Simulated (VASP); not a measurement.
Set up this calculation in VASP 6.6.1, as the native input.

```yaml
Task: single point
Functional: PBEsol
Potentials_or_basis: VASP PAW PBE potentials, release 64 (Al, N)
Cutoff: 520 eV
k_mesh: 8 × 8 × 8
Occupations: gaussian, width 0.05 eV
Spin: no spin polarisation
Dipole_correction: no
Further_INCAR_settings: ALGO = Normal; EDIFF = 1e-07; NBANDS = 26
```

The structure of AlN lies in POSCAR:

```
AlN
1.0
   -3.1135599857      0.0000000000      0.0000000000
    0.0000000000      5.3928440876      0.0000000000
    1.5567799928     -2.6964220438     -4.9833504711
Al N
4 4
Direct
    0.9992473440      0.3277655947      0.9984946880
    0.4992473440      0.8277655947      0.9984946880
    0.2492473440      0.9207290933      0.4984946880
    0.7492473440      0.4207290933      0.4984946880
    0.8082504306      0.1311996364      0.6165008612
    0.3082504306      0.6311996364      0.6165008612
    0.0582504306      0.7353012248      0.1165008612
    0.5582504306      0.2353012248      0.1165008612
```

One way to write it, as run:

INCAR

```
PREC = Accurate ; ENCUT = 520
EDIFF = 1E-7 ; ISMEAR = 0
SIGMA = 0.05 ; LREAL = F
LASPH = T ; NELM = 60
ALGO = Normal ; ISIF = 2
LWAVE = F ; LCHARG = F
GGA = PS ; NBANDS = 26
```

KPOINTS

```
regular mesh
0
Gamma
  8 8 8
```

Potentials or basis: VASP PAW PBE potentials, release 64 (Al, N).

Launch:

```console
$ cat potpaw_PBE.64/Al/POTCAR potpaw_PBE.64/N/POTCAR > POTCAR
$ mpirun -np 1 vasp_std > vasp.out
```

It gave:

The pressure is 0.9 GPa and the largest force is 1.072 eV/Å. The band gap on the k mesh is 4.09 eV.

Caveat: the PAW data sets were made with another functional, which shifts forces and pressure a little.

Wall time 81 s on 1 thread of Intel(R) Xeon(R) Platinum 8559C (Emerald Rapids) (shared host), peak memory 0.29 GiB.
